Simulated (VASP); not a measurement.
# CsPbBr3 in VASP: further runs, part 2 of 2

VASP 6.6.1.

## (3) Single point, PBE (epitaxial xy strain -2.0%)

Input file INCAR:

```
PREC = Accurate
ENCUT = 520
EDIFF = 1E-7
ISMEAR = -1
SIGMA = 0.02
LREAL = F
LASPH = T
NELM = 80
ALGO = Normal
ISIF = 2
LWAVE = F
LCHARG = F
GGA = PE
NBANDS = 30
```

Input file KPOINTS:

```
regular mesh
0
Gamma
  4 4 4
```

Input file POSCAR:

```
CsPbBr3
1.0
    5.8241020931      0.0000000000      0.0000000000
    0.0000000000      5.8241020931      0.0000000000
    0.0000000000      0.0000000000      5.9784999413
Cs Pb Br
1 1 3
Direct
    0.0000000000      0.0000000000      0.0000000000
    0.5000000000      0.5000000000      0.5000000000
    0.5000000000      0.5000000000      0.0000000000
    0.5000000000      0.0000000000      0.5000000000
    0.0000000000      0.5000000000      0.5000000000
```

Potentials or basis: VASP PAW PBE potentials, release 64 (Cs_sv, Pb_d, Br).

Command:

```
cat potpaw_PBE.64/Cs_sv/POTCAR potpaw_PBE.64/Pb_d/POTCAR potpaw_PBE.64/Br/POTCAR > POTCAR
mpirun -np 1 vasp_std > vasp.out
```

OUTCAR:

```text
PREC = Accurate
   ENCUT = 520
   EDIFF = 1E-7
   ISMEAR = -1
   LREAL = F
   LASPH = T
   NELM = 80
   ISIF = 2
   GGA = PE

 ion  position               nearest neighbor table
   1  0.000  0.000  0.000-
   2  0.500  0.500  0.500-   4 2.91   5 2.91   4 2.91   5 2.91   3 2.99   3 2.99
   3  0.500  0.500  0.000-   2 2.99   2 2.99
   4  0.500  0.000  0.500-   2 2.91   2 2.91
   5  0.000  0.500  0.500-   2 2.91   2 2.91

  LATTYP: Found a simple tetragonal cell.
 ALAT       =     5.8241020931
 C/A-ratio  =     1.0265101548

  Lattice vectors:

 A1 = (   5.8241020931,   0.0000000000,   0.0000000000)
 A2 = (   0.0000000000,   5.8241020931,   0.0000000000)
 A3 = (   0.0000000000,   0.0000000000,   5.9784999413)

Analysis of symmetry for initial positions (statically):
=====================================================================
 Subroutine PRICEL returns:
 Original cell was already a primitive cell.

 Routine SETGRP: Setting up the symmetry group for a
 simple tetragonal supercell.

 Subroutine GETGRP returns: Found 16 space group operations
 (whereof 16 operations were pure point group operations)
 out of a pool of 16 trial point group operations.

The static configuration has the point symmetry D_4h.

Analysis of symmetry for dynamics (positions and initial velocities):
=====================================================================
 Subroutine PRICEL returns:
 Original cell was already a primitive cell.

 Routine SETGRP: Setting up the symmetry group for a
 simple tetragonal supercell.

 Subroutine GETGRP returns: Found 16 space group operations
 (whereof 16 operations were pure point group operations)
 out of a pool of 16 trial point group operations.

The dynamic configuration has the point symmetry D_4h.

 Subroutine INISYM returns: Found 16 space group operations
 (whereof 16 operations are pure point group operations),
 and found     1 'primitive' translations

[... 111 lines left out ...]
   IMIX   =      4    mixing-type and parameters
     AMIX     =   0.40;   BMIX     =  1.00
     AMIX_MAG =   1.60;   BMIX_MAG =  1.00
  volume/ion in A,a.u.               =      40.56       273.70
  Fermi-wavevector in a.u.,A,eV,Ry     =   0.983729  1.858979 13.166679  0.967724
  Thomas-Fermi vector in A             =   2.114909
   LORBIT       =      0    0 simple, 1 ext, 2 COOP (PROOUT), +10 PAW based schemes
   GGA     = PE    functional components
   LHFCALC =     F    Hartree Fock is set to
   AEXX    =    0.0000 exact exchange contribution
   IVDW    =     0    specifies the selected vdW correction
   LEPSILON=     F    determine dielectric tensor
   LRPA    =     F    only Hartree local field effects (RPA)
 non-spin polarized calculation
  energy-cutoff  :      520.00
  volume of cell :      202.79
 maximum number of plane-waves:      5520
 NGX is ok and might be reduce to    48
   NGX = 21   NGY = 21   NGZ = 23

 number of electron      44.0000003 magnetization

 Free energy of the ion-electron system (eV)
  ---------------------------------------------------
  ext. energy  EPLUGINS =         0.00000000
  ---------------------------------------------------
  free energy    TOTEN  =       -15.79611065 eV

  energy without entropy =      -15.79611065  energy(sigma->0) =      -15.79611065

 E-fermi :   1.7726     XC(G=0):  -7.6284

 val. band max:        1.3055186875   @ k =   0.5000   0.5000   0.5000
 cond. band min:       2.7173411049   @ k =   0.5000   0.5000   0.5000
 fundamental gap:      1.4118224175
 Fermi energy:         1.7725567211

 k-point     1 :       0.0000    0.0000    0.0000
  band No.  band energies     occupation
      1     -20.1918      2.00000
      2     -15.6125      2.00000
      3     -15.5823      2.00000
      4     -15.4377      2.00000
      5     -15.4377      2.00000
      6     -15.4311      2.00000
[... 583 lines left out ...]
     29       6.5096      0.00000
     30       7.6020      0.00000

------------------------ aborting loop because EDIFF is reached ----------------------------------------

  FORCE on cell =-STRESS in cart. coord.  units (eV):
  Direction    XX          YY          ZZ          XY          YZ          ZX
  --------------------------------------------------------------------------------------
  -------------------------------------------------------------------------------------
  Total        2.4467181      2.4467181      0.8821267      0.0000000      0.0000000      0.0000000
  in kB       19.3305549     19.3305549      6.9693350      0.0000000      0.0000000      0.0000000
  external PRESSURE =      15.2101483 kB  Pullay stress =       0.0000000 kB

 VOLUME and BASIS-vectors are now :
 -----------------------------------------------------------------------------
  energy-cutoff  :      520.00
  volume of cell :      202.79
      direct lattice vectors                 reciprocal lattice vectors
     5.824102093  0.000000000  0.000000000     0.171700287  0.000000000  0.000000000
     0.000000000  5.824102093  0.000000000     0.000000000  0.171700287  0.000000000
     0.000000000  0.000000000  5.978499941     0.000000000  0.000000000  0.167266038

 POSITION                                       TOTAL-FORCE (eV/Angst)
 -----------------------------------------------------------------------------------
      0.00000      0.00000      0.00000         0.000000      0.000000      0.000000
      2.91205      2.91205      2.98925         0.000000      0.000000      0.000000
      2.91205      2.91205      0.00000         0.000000      0.000000      0.000000
      2.91205      0.00000      2.98925         0.000000      0.000000      0.000000
      0.00000      2.91205      2.98925         0.000000      0.000000      0.000000
 -----------------------------------------------------------------------------------
    total drift:                                0.000000     -0.000000     -0.000000

  FREE ENERGIE OF THE ION-ELECTRON SYSTEM (eV)
  ---------------------------------------------------
  free  energy   TOTEN  =       -15.7961106525 eV

  energy  without entropy=      -15.7961106525  energy(sigma->0) =      -15.79611065
```

stdout:

```text
POSCAR found type information on POSCAR CsPbBr
 POSCAR found :  3 types and       5 ions
 scaLAPACK will be used
 LDA part: xc-table for (Slater+PW92), standard interpolation
 POSCAR, INCAR and KPOINTS ok, starting setup
 FFT: planning ... GRIDC
 FFT: planning ... GRID_SOFT
 FFT: planning ... GRID
 WAVECAR not read
 entering main loop
```

Run time: 71 s. Hardware: 1 thread of Intel Xeon Platinum 8488C (Sapphire Rapids), shared host; peak memory 0.38 GiB.

Results:

```yaml
Free_energy: -15.7961 eV
Pressure: 1.5 GPa
Band_gap_on_the_k_mesh: 1.41 eV
```

Caveat: the cell differs from its parent crystal (epitaxial xy strain -2.0%); spin-orbit coupling is left out, which moves the levels of the heavy elements.

## (4) Single point, r2SCAN (epitaxial xy strain +1.0%)

POSCAR, as its differences from that of step 3:

```diff
@@ -2,5 +2,5 @@
 1.0
-    5.8241020931      0.0000000000      0.0000000000
-    0.0000000000      5.8241020931      0.0000000000
-    0.0000000000      0.0000000000      5.9784999413
+    6.0023909327      0.0000000000      0.0000000000
+    0.0000000000      6.0023909327      0.0000000000
+    0.0000000000      0.0000000000      5.9292702912
 Cs Pb Br
```

Input file INCAR.step1:

```
SYSTEM = CsPbBr3
PREC = Accurate
ENCUT = 520
ISMEAR = 0
SIGMA = 0.01
LREAL = .FALSE.
LASPH = .TRUE.
NELM = 80
NBANDS = 30
GGA = PE
ALGO = Normal
EDIFF = 1E-4
LWAVE = .TRUE.
LCHARG = .FALSE.
```

Input file INCAR.step2:

```
SYSTEM = CsPbBr3
PREC = Accurate
ENCUT = 520
EDIFF = 1E-6
ISMEAR = 0
SIGMA = 0.01
LREAL = .FALSE.
LASPH = .TRUE.
NELM = 80
ALGO = Normal
ISIF = 2
LWAVE = .FALSE.
LCHARG = .FALSE.
METAGGA = R2SCAN
LMIXTAU = .TRUE.
NBANDS = 30
ISTART = 1
```

Input file KPOINTS:

```
Automatic mesh
0
G
  4 4 4
  0 0 0
```

Command:

```
cat potpaw_PBE.64/Cs_sv/POTCAR potpaw_PBE.64/Pb_d/POTCAR potpaw_PBE.64/Br/POTCAR > POTCAR
cp INCAR.step1 INCAR
mpirun -np 1 vasp_std > vasp.out
cp INCAR.step2 INCAR
mpirun -np 1 vasp_std > vasp.out
```

Wall time 3.5 min (1 thread of Intel Xeon Platinum 8488C (Sapphire Rapids), shared host); peak memory 0.44 GiB.

The run converged. Its results:

- Free energy: -128.4519 eV
- Pressure: -0.3 GPa
- Band gap on the k mesh: 2.09 eV

Stress tensor (GPa, compression positive):
```
-0.50  0.00  0.00
 0.00 -0.50  0.00
 0.00  0.00  0.00
```

Levels at points of the mesh, in eV from the valence-band top:
| k point | band 18 | band 19 | band 20 | band 21 | band 22 | band 23 | band 24 | band 25 | band 26 | band 27 |
| --- | --- | --- | --- | --- | --- | --- | --- | --- | --- | --- |
| (0.00, 0.00, 0.00) | -1.95 | -1.93 | -1.85 | -1.85 | -1.85 | 3.75 | 4.81 | 4.84 | 5.61 | 5.65 |
| (0.50, 0.00, 0.00) | -2.06 | -2.05 | -1.94 | -1.93 | -1.36 | 3.05 | 5.13 | 5.69 | 5.71 | 5.76 |
| (0.50, 0.50, 0.00) | -2.12 | -2.12 | -2.11 | -1.51 | -0.70 | 2.62 | 2.62 | 5.47 | 5.92 | 6.31 |
| (0.00, 0.00, 0.50) | -2.10 | -2.05 | -1.93 | -1.93 | -1.28 | 3.09 | 5.17 | 5.66 | 5.66 | 5.72 |
| (0.50, 0.00, 0.50) | -2.16 | -2.13 | -2.11 | -1.50 | -0.63 | 2.58 | 2.66 | 5.25 | 5.93 | 6.35 |
| (0.50, 0.50, 0.50) | -2.10 | -1.50 | -1.49 | -1.49 | 0.00 | 2.09 | 2.09 | 2.18 | 5.33 | 5.91 |

Caveat: the cell differs from its parent crystal (epitaxial xy strain +1.0%); the PAW data sets were made with another functional, which shifts forces and pressure a little; spin-orbit coupling is left out, which moves the levels of the heavy elements. A k mesh can miss the band edges.

## (5) Summary

```csv
level,cell,smearing,gap on the mesh (eV),pressure (GPa)
PBE,"a = 5.943 Å, 5 atoms",fermi-dirac 0.02 eV,1.67,0.7
PBE,"a = 5.824, b = 5.824, c = 5.978 Å, 5 atoms",fermi-dirac 0.02 eV,1.41,1.5
r2SCAN,"a = 6.002, b = 6.002, c = 5.929 Å, 5 atoms",gaussian 0.01 eV,2.09,-0.3
```

Alike in all rows: task single point; potentials or basis VASP PAW PBE potentials, release 64 (Cs_sv, Pb_d, Br); no spin polarisation; k mesh 4 × 4 × 4; cutoff (eV) 520.

Caveats: spin-orbit coupling is left out, which moves the levels of the heavy elements; the PAW data sets were made with another functional, which shifts forces and pressure a little (at least some runs).

Total energies depend on the potentials used, so only differences within one code and one set of settings carry meaning.
